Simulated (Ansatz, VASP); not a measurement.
# Two plane-wave programs on Mg

File POSCAR:

```
Mg
1.0
    0.0000000000      2.2139244980      2.2139244980
    2.2139244980      0.0000000000      2.2139244980
    2.2139244980      2.2139244980      0.0000000000
Mg
1
Direct
    0.0000000000      0.0000000000      0.0000000000
```

File INCAR.step1:

```
SYSTEM = Mg
ALGO = Normal ; EDIFF = 1E-5
ENCUT = 520 ; GGA = PE
ISIF = 2 ; ISMEAR = 0
LASPH = .True. ; LREAL = .False.
LWAVE = .True. ; NBANDS = 7
NELM = 80 ; PREC = Accurate
SIGMA = 0.01
```

INCAR.step2

```
SYSTEM = Mg
ALGO = Normal ; EDIFF = 1E-6
ENCUT = 520 ; GGA = PE
HFSCREEN = 0.2079 ; ISIF = 2
ISMEAR = 0 ; ISTART = 1
LASPH = .True. ; LCHARG = .True.
LELF = .True. ; LHFCALC = .True.
LREAL = .False. ; LVHAR = .True.
LWAVE = .False. ; NBANDS = 7
NELM = 80 ; PREC = Accurate
PRECFOCK = Normal ; SIGMA = 0.01
```

File KPOINTS:

```
k-points
0
Gamma
  7 7 7
  0 0 0
```

The input input.yaml:

```yaml
crystal:
  lattice:
    - [0.0, 2.213924498, 2.213924498]
    - [2.213924498, 0.0, 2.213924498]
    - [2.213924498, 2.213924498, 0.0]
  atoms:
    - { symbol: Mg, position: [0.0, 0.0, 0.0] }
hamiltonian:
  xc: hse06
  pseudopotentials: { kind: nc, source: spms }
kpoints:
  mp_grid: { grid: [7, 7, 7] }
scf:
  occupations: { method: gaussian, width: 0.01 }
output:
  forces: true
  stress: true
  eigenvalues: true
```

Alike in both runs: task single point; functional HSE06; k mesh 7 × 7 × 7; occupations gaussian, width 0.01 eV; no spin polarisation.

```csv
,VASP,Ansatz
version,VASP 6.6.1,Ansatz 0.2.0
potentials or method,"VASP PAW PBE potentials, release 64 (Mg)",SPMS NC
plane-wave cutoff (eV),520,762
valence electrons in the cell,2,10
```

|  | VASP | Ansatz | Ansatz less VASP |
| --- | --- | --- | --- |
| pressure (GPa) | 2.3 | 2.8 | +0.45 |

VASP's potentials hold 2 valence electrons a cell and Ansatz's 10, so a difference there can come from the potentials and not from the codes.

Noted on Ansatz's run: odd divisions of the mesh miss points on the zone boundary, where band edges often lie, so the gap on the mesh can be too wide.
